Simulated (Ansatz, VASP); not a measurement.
# Two plane-wave programs on AgBr

The input POSCAR:

```
AgBr
1.0
    0.0000000000      2.8860507273      2.8860507273
    2.8860507273      0.0000000000      2.8860507273
    2.8860507273      2.8860507273      0.0000000000
Ag Br
1 1
Direct
    0.5000000000      0.5000000000      0.5000000000
    0.0000000000      0.0000000000      0.0000000000
```

File INCAR.step1:

```
SYSTEM = AgBr
ALGO     = Normal         ! electronic algorithm
EDIFF    = 1E-5           ! SCF threshold, eV
ENCUT    = 550            ! plane-wave cutoff, eV
GGA      = PE             ! functional
GGA_COMPAT= .False.      
ISMEAR   = 0              ! smearing method
LASPH    = .True.         ! aspherical terms in the spheres
LCHARG   = .False.        ! write CHGCAR
LREAL    = .False.        ! projectors in reciprocal space
LWAVE    = .True.         ! write WAVECAR
NBANDS   = 16             ! bands
NELM     = 120            ! most SCF steps
PREC     = Accurate       ! precision mode
SIGMA    = 0.05           ! smearing width, eV
```

File INCAR.step2:

```
SYSTEM = AgBr
ALGO     = Normal         ! electronic algorithm
EDIFF    = 1E-6           ! SCF threshold, eV
ENCUT    = 550            ! plane-wave cutoff, eV
GGA_COMPAT= .False.      
ISIF     = 2              ! what is computed and relaxed
ISMEAR   = 0              ! smearing method
ISTART   = 1            
LASPH    = .True.         ! aspherical terms in the spheres
LCHARG   = .True.         ! write CHGCAR
LELF     = .True.         ! ELF
LMIXTAU  = .True.       
LREAL    = .False.        ! projectors in reciprocal space
LVHAR    = .True.       
LWAVE    = .False.        ! write WAVECAR
METAGGA  = R2SCAN         ! meta-GGA
NBANDS   = 16             ! bands
NELM     = 120            ! most SCF steps
PREC     = Accurate       ! precision mode
SIGMA    = 0.05           ! smearing width, eV
```

The input KPOINTS:

```
k-points
0
Gamma
  10 10 10
  0 0 0
```

Input for Ansatz:

```yaml
crystal:
  lattice:
    - [0.0, 2.8860507273, 2.8860507273]
    - [2.8860507273, 0.0, 2.8860507273]
    - [2.8860507273, 2.8860507273, 0.0]
  atoms:
    - { symbol: Ag, position: [0.5, 0.5, 0.5] }
    - { symbol: Br, position: [0.0, 0.0, 0.0] }
basis:
  ecutwfc: 500
  ecutrho_ratio: 4
kpoints:
  mp_grid: { grid: [10, 10, 10] }
hamiltonian:
  xc: r2scan
scf:
  occupations: { method: gaussian, width: 0.05 }
output:
  forces: true
  stress: true
  eigenvalues: true
  eigenstates:
    nscf_kmesh: { grid: [18, 18, 18] }
    de_dk: true
    e_range: [-2.5, 3.792777459004]
  write_density: true
  write_potential: true
  elf: true
  volumetric_format: npy
```

Alike in both runs: task single point; functional r2SCAN; k mesh 10 × 10 × 10; occupations gaussian, width 0.05 eV; no spin polarisation.

```csv
,VASP,Ansatz
version,VASP 6.6.1,Ansatz 0.2.0
potentials or method,"VASP PAW PBE potentials, release 64 (Ag, Br), cutoff 550 eV","scalar-relativistic, plane waves, PAW"
valence electrons in the cell,18,26
```

|  | VASP | Ansatz | Ansatz less VASP |
| --- | --- | --- | --- |
| gap on the k mesh at the Fermi level (eV) | 1.25 | 1.29 | +0.047 |
| least direct gap on the mesh (eV) | 3.21 | 3.23 | +0.016 |
| pressure (GPa) | 0.3 | 0.3 | +0.05 |

VASP's potentials were made for PBE, not for r2SCAN. VASP's potentials hold 18 valence electrons a cell and Ansatz's 26, so a difference there can come from the potentials and not from the codes.
